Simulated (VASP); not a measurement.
Wanted: the native input for a VASP 6.6.1 run.

- Task: single point
- Functional: PBEsol
- Potentials or basis: VASP PAW PBE potentials, release 64 (Rb_sv)
- Cutoff: 520 eV
- k mesh: 8 × 8 × 8
- Occupations: fermi-dirac, width 0.05 eV
- Spin: no spin polarisation
- Dipole correction: no
- Further INCAR settings: ALGO = Normal; EDIFF = 1e-06; NBANDS = 10

The structure of Rb lies in POSCAR:

```
Rb
1.0
   -2.7487186211      2.7487186211      2.7487186211
    2.7487186211     -2.7487186211      2.7487186211
    2.7487186211      2.7487186211     -2.7487186211
Rb
1
Direct
    0.0000000000      0.0000000000      0.0000000000
```

The input as run:

INCAR

```
PREC = Accurate
ENCUT = 520
EDIFF = 1E-6
ISMEAR = -1
SIGMA = 0.05
LREAL = F
LASPH = T
NELM = 100
ALGO = Normal
ISIF = 2
LWAVE = F
LCHARG = T
GGA = PS
LELF = T
LVHAR = T
NBANDS = 10
```

KPOINTS

```
Automatic mesh
0
Gamma
  8 8 8
```

Potentials or basis: VASP PAW PBE potentials, release 64 (Rb_sv).

The run is started by

```sh
$ cat potpaw_PBE.64/Rb_sv/POTCAR > POTCAR
$ mpirun -np 1 vasp_std > vasp.out
```

Results of the run:

```json
{
 "Pressure": "0.1 GPa",
 "Band gap on the k mesh": "zero (an odd number of electrons rules out a gap without spin polarisation)"
}
```

Caveat: the PAW data sets were made with another functional, which shifts forces and pressure a little.

Wall time 9.3 s on 1 thread of Intel(R) Xeon(R) 6975P-C (Granite Rapids), with other jobs on the host, peak memory 0.19 GiB.
